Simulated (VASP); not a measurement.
# Ta (Immm) in VASP: a series of runs, part 2 of 2

VASP 6.6.1. The steps go on from the part before.

## (3) Single point, PBE (normal strain along x +0.0825, normal strain along z -0.0750)

INCAR

```
SYSTEM = Ta
  PREC = Accurate
  ENCUT = 520
  EDIFF = 1E-6
  ISMEAR = 0
  SIGMA = 0.15
  LREAL = .FALSE.
  LASPH = .TRUE.
  NELM = 60
  ALGO = Fast
  ISIF = 2
  LWAVE = .FALSE.
  LCHARG = .FALSE.
  GGA = PE
  NBANDS = 12
```

KPOINTS

```
regular mesh
0
G
  18 18 18
  0 0 0
```

POSCAR

```
Ta
1.0
   -1.7963909633      1.6594835689      1.5350223012
    1.7963909633     -1.6594835689      1.5350223012
    1.7963909633      1.6594835689     -1.5350223012
Ta
1
Direct
    0.0000000000      0.0000000000      0.0000000000
```

Potentials or basis: VASP PAW PBE potentials, release 64 (Ta_pv).

The run is started by

```bash
cat potpaw_PBE.64/Ta_pv/POTCAR > POTCAR
mpirun -np 1 vasp_std > vasp.out
```

OUTCAR:

```text
SYSTEM = Ta
   PREC = Accurate
   ENCUT = 520
   EDIFF = 1E-6
   ISMEAR = 0
   LREAL = .FALSE.
   LASPH = .TRUE.
   NELM = 60
   ISIF = 2
   GGA = PE

 ion  position               nearest neighbor table
   1  0.000  0.000  0.000-

  LATTYP: Found a body centered orthorhombic cell.
 ALAT       =     3.0700446024
 B/A-ratio  =     1.0810810811
 C/A-ratio  =     1.1702702703

  Lattice vectors:

 A1 = (  -1.7963909633,   1.6594835689,  -1.5350223012)
 A2 = (  -1.7963909633,  -1.6594835689,   1.5350223012)
[... 541 lines left out ...]
     12      23.1495      0.00000

 [... further k-points ...]

------------------------ aborting loop because EDIFF is reached ----------------------------------------

  FORCE on cell =-STRESS in cart. coord.  units (eV):
  Direction    XX          YY          ZZ          XY          YZ          ZX
  --------------------------------------------------------------------------------------
  -------------------------------------------------------------------------------------
  Total       -0.6210248      0.3391308      0.7552896      0.0000000      0.0000000      0.0000000
  in kB      -54.3589499     29.6844697     66.1112832      0.0000000      0.0000000      0.0000000
  external PRESSURE =      13.8122677 kB  Pullay stress =       0.0000000 kB

 VOLUME and BASIS-vectors are now :
 -----------------------------------------------------------------------------
  energy-cutoff  :      520.00
  volume of cell :       18.30
      direct lattice vectors                 reciprocal lattice vectors
    -1.796390963  1.659483569  1.535022301     0.000000000  0.301298554  0.325728167
     1.796390963 -1.659483569  1.535022301     0.278335847  0.000000000  0.325728167
     1.796390963  1.659483569 -1.535022301     0.278335847  0.301298554  0.000000000

 POSITION                                       TOTAL-FORCE (eV/Angst)
 -----------------------------------------------------------------------------------
      0.00000      0.00000      0.00000         0.000000      0.000000      0.000000
 -----------------------------------------------------------------------------------
    total drift:                                0.000000      0.000000      0.000000

  FREE ENERGIE OF THE ION-ELECTRON SYSTEM (eV)
  ---------------------------------------------------
  free  energy   TOTEN  =       -11.7577472386 eV

  energy  without entropy=      -11.7430897789  energy(sigma->0) =      -11.75041851
```

stdout:

```text
POSCAR found type information on POSCAR Ta
 POSCAR found :  1 types and       1 ions
 scaLAPACK will be used
 LDA part: xc-table for (Slater+PW92), standard interpolation
 POSCAR, INCAR and KPOINTS ok, starting setup
 FFT: planning ... GRIDC
 FFT: planning ... GRID_SOFT
 FFT: planning ... GRID
 WAVECAR not read
 entering main loop
```

Run time: 3.4 min. Hardware: 1 thread of Intel Xeon 8259CL, shared host; peak memory 0.3 GiB.

What came out:

| Quantity | Value |
| --- | --- |
| Free energy | -11.7577 eV |
| Pressure | 1.4 GPa |
| Band gap on the k mesh | zero (an odd number of electrons rules out a gap without spin polarisation) |

Caveat: the cell differs from its parent crystal (normal strain along x +0.0825, normal strain along z -0.0750); the stress differs along the axes, from -5 to 7 GPa; spin-orbit coupling is left out, which moves the levels of the heavy elements.

## (4) Single point, PBE (normal strain along x -0.0825, normal strain along z +0.1125)

INCAR

```
SYSTEM = Ta
ALGO     = Fast           ! electronic algorithm
EDIFF    = 1E-6           ! SCF threshold, eV
ENCUT    = 520            ! plane-wave cutoff, eV
GGA      = PE             ! functional
ISIF     = 2              ! what is computed and relaxed
ISMEAR   = 0              ! smearing method
LASPH    = .True.         ! aspherical terms in the spheres
LCHARG   = .False.        ! write CHGCAR
LREAL    = .False.        ! projectors in reciprocal space
LWAVE    = .False.        ! write WAVECAR
NBANDS   = 12             ! bands
NELM     = 80             ! most SCF steps
PREC     = Accurate       ! precision mode
SIGMA    = 0.15           ! smearing width, eV
```

KPOINTS

```
k-points
0
Gamma
  18 18 18
  0 0 0
```

POSCAR

```
Ta
1.0
   -1.5225761745      1.6594835689      1.8461754704
    1.5225761745     -1.6594835689      1.8461754704
    1.5225761745      1.6594835689     -1.8461754704
Ta
1
Direct
    0.0000000000      0.0000000000      0.0000000000
```

The run is started by

```bash
cat potpaw_PBE.64/Ta_pv/POTCAR > POTCAR
mpirun -np 1 vasp_std > vasp.out
```

Run time: 3.5 min. Hardware: 1 thread of Intel Xeon 8259CL, shared host; peak memory 0.3 GiB.

The run converged. Its results:

- Free energy: -11.7296 eV
- Pressure: -1.5 GPa
- Band gap on the k mesh: zero (an odd number of electrons rules out a gap without spin polarisation)

Stress tensor (GPa, compression positive):
```
 3.93  0.00  0.00
 0.00  0.69  0.00
 0.00  0.00 -9.10
```

Levels at points of the mesh, in eV from the Fermi level:
| k point | band 3 | band 4 | band 5 | band 6 | band 7 | band 8 |
| --- | --- | --- | --- | --- | --- | --- |
| (0.00, 0.00, 0.00) | -33.31 | -7.91 | -0.30 | 0.94 | 1.98 | 2.17 |
| (0.50, 0.00, 0.00) | -33.32 | -4.45 | -0.17 | 0.73 | 1.77 | 4.32 |
| (0.00, 0.50, 0.00) | -33.41 | -4.32 | -1.40 | 1.41 | 2.50 | 5.84 |
| (0.50, 0.50, 0.00) | -33.47 | -4.27 | -2.56 | 2.09 | 4.57 | 6.03 |
| (0.50, 0.50, 0.50) | -33.83 | -3.95 | -3.50 | 5.82 | 6.15 | 6.52 |

Caveat: the cell differs from its parent crystal (normal strain along x -0.0825, normal strain along z +0.1125); the stress differs along the axes, from -9 to 4 GPa; spin-orbit coupling is left out, which moves the levels of the heavy elements.

## (5) The runs side by side

```tsv
cell	gap on the mesh (eV)	pressure (GPa)
a = 2.889 Å, angles 118.5, 109.9, 100.5°, 1 atom	none	5.4
a = 2.887 Å, angles 103.1, 109.8, 115.8°, 1 atom	none	1.4
a = 2.912 Å, angles 117.0, 110.5, 101.3°, 1 atom	none	-1.5
```

Alike in all rows: task single point; level PBE; potentials or basis VASP PAW PBE potentials, release 64 (Ta_pv); no spin polarisation; k mesh 18 × 18 × 18; cutoff (eV) 520; smearing gaussian 0.15 eV.

Caveats: spin-orbit coupling is left out, which moves the levels of the heavy elements; the stress differs along the axes, from -4 to 13 GPa (at least some runs); the stress differs along the axes, from -5 to 7 GPa (at least some runs); the stress differs along the axes, from -9 to 4 GPa (at least some runs).

Absolute energies hang on the potentials; compare differences alone.
